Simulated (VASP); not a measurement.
**Pd: single point with PBE**

The system is Pd.

```xyz
1
Lattice="0.0000 1.9737 1.9737 1.9737 0.0000 1.9737 1.9737 1.9737 0.0000" Properties=species:S:1:pos:R:3 pbc="T T T"
Pd    0.0000    0.0000    0.0000
```

* Program: VASP 6.6.1
* Task: single point
* Functional: PBE
* Potentials or basis: VASP PAW PBE potentials, release 64 (Pd)
* Cutoff: 520 eV
* k mesh: 2 × 2 × 2
* Occupations: fermi-dirac, width 0.05 eV
* Spin: collinear spin, ferromagnetic start
* Starting moments: [0.288] μB
* Dipole correction: no
* Further INCAR settings: ALGO = Normal; EDIFF = 1e-06; NBANDS = 15

| Quantity | Value |
| --- | --- |
| Pressure | 51.3 GPa |
| Net moment | 1.25 μB per cell |
| Site moments | Pd +1.09 μB |
| Valence electrons inside the program's atomic spheres | Pd 9.48 |

Levels at points of the mesh, in eV from the Fermi level:
Spin up:
| k point | band 3 | band 4 | band 5 | band 6 | band 7 | band 8 | band 9 | band 10 |
| --- | --- | --- | --- | --- | --- | --- | --- | --- |
| (0.00, 0.00, 0.00) | -3.68 | -3.68 | -1.86 | -1.86 | 15.43 | 20.06 | 20.06 | 20.06 |
| (0.50, 0.00, 0.00) | -3.62 | -0.83 | -0.83 | -0.57 | 5.81 | 14.67 | 19.22 | 19.22 |
| (0.50, 0.50, 0.00) | -0.70 | -0.63 | -0.63 | 1.78 | 9.15 | 11.45 | 11.45 | 19.35 |
Spin down:
```tsv
k point	band 1	band 2	band 3	band 4	band 5	band 6	band 7	band 8	band 9	band 10
(0.00, 0.00, 0.00)	-7.47	-2.90	-2.90	-2.90	-1.45	-1.45	16.45	21.07	21.07	21.07
(0.50, 0.00, 0.00)	-5.41	-3.01	-3.01	-0.19	-0.19	0.56	6.60	16.01	19.96	19.96
(0.50, 0.50, 0.00)	-5.46	-5.12	-0.31	0.18	0.18	2.68	9.93	12.30	12.30	20.69
```

Wall time 3.3 s on 1 thread of Intel(R) Xeon(R) 6975P-C (Granite Rapids), on a shared host, peak memory 0.14 GiB.

Caveat: the k points lie up to 1.38 Å⁻¹ apart.
